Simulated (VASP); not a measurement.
Input of a VASP 6.6.1 run:

File POSCAR:

```
Ni
1.0
    0.0000000000      1.7796051196      1.7796051196
    1.7796051196      0.0000000000      1.7796051196
    1.7796051196      1.7796051196      0.0000000000
Ni
1
Direct
    0.0000000000      0.0000000000      0.0000000000
```

The input INCAR.step1:

```
PREC = Accurate
ENCUT = 520
ISMEAR = -1
SIGMA = 0.1
LREAL = F
LASPH = T
NELM = 100
NBANDS = 11
GGA = PE
ALGO = Normal
EDIFF = 1E-4
LWAVE = T
LCHARG = F
```

Contents of INCAR.step2:

```
PREC = Accurate
ENCUT = 520
EDIFF = 1E-7
ISMEAR = -1
SIGMA = 0.1
LREAL = F
LASPH = T
NELM = 100
ALGO = Normal
ISIF = 2
LWAVE = F
LCHARG = T
METAGGA = R2SCAN
LMIXTAU = T
LELF = T
LVHAR = T
NBANDS = 11
ISTART = 1
```

Contents of KPOINTS:

```
Automatic mesh
0
Gamma
  16 16 16
```

Potentials or basis: VASP PAW PBE potentials, release 64 (Ni).

The run is started by

```console
$ cat potpaw_PBE.64/Ni/POTCAR > POTCAR
$ cp INCAR.step1 INCAR
$ mpirun -np 1 vasp_std > vasp.out
$ cp INCAR.step2 INCAR
$ mpirun -np 1 vasp_std > vasp.out
```

**Question.** Predict the pressure.

**Answer.** -14.2 GPa.

**Question.** What does it give for the band gap on the k mesh?

**Answer.** Zero (bands 5 and 6 overlap by 1.01 eV).

Caveat: the cell stands under tension; the PAW data sets were made with another functional, which shifts forces and pressure a little; the run has no spin polarisation, though such a crystal can be magnetic. Spin polarisation is off, so any magnetic state and its effect on volume and gap are missing.
